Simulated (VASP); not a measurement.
Set up this calculation in VASP 6.6.1, as the native input.

| Quantity | Value |
| --- | --- |
| Task | single point |
| Functional | PBEsol |
| Potentials or basis | VASP PAW PBE potentials, release 64 (Ga_d) |
| Cutoff | 500 eV |
| k mesh | 9 × 9 × 9 |
| Occupations | fermi-dirac, width 0.05 eV |
| Spin | no spin polarisation |
| Dipole correction | no |
| Further INCAR settings | ALGO = Normal; EDIFF = 1e-06; NBANDS = 12 |

The structure of Ga lies in POSCAR:

```
Ga
1.0
    1.6490949640      1.6490949640      1.6490949640
   -1.6490949640      1.6490949640      1.6490949640
   -1.6490949640     -1.6490949640      1.6490949640
Ga
1
Direct
    0.0000000000      0.0000000000      0.0000000000
```

These files were run (other wordings do the same):

INCAR

```
SYSTEM = Ga
PREC = Accurate ; ENCUT = 500
EDIFF = 1E-6 ; ISMEAR = -1
SIGMA = 0.05 ; LREAL = .FALSE.
LASPH = .TRUE. ; NELM = 120
ALGO = Normal ; ISIF = 2
LWAVE = .FALSE. ; LCHARG = .TRUE.
GGA = PS ; LELF = .TRUE.
LVHAR = .TRUE. ; NBANDS = 12
GGA_COMPAT = .FALSE.
```

KPOINTS

```
regular mesh
0
G
  9 9 9
  0 0 0
```

Potentials or basis: VASP PAW PBE potentials, release 64 (Ga_d).

The run is started by

```bash
$ cat potpaw_PBE.64/Ga_d/POTCAR > POTCAR
$ mpirun -np 1 vasp_std > vasp.out
```

It gave:

```
Pressure : 0.0 GPa
```

Caveat: the PAW data sets were made with another functional, which shifts forces and pressure a little.

Wall time 5.7 s on 1 thread of AMD EPYC 9R45 96-Core Processor (Zen 5), on a shared host, peak memory 0.11 GiB.
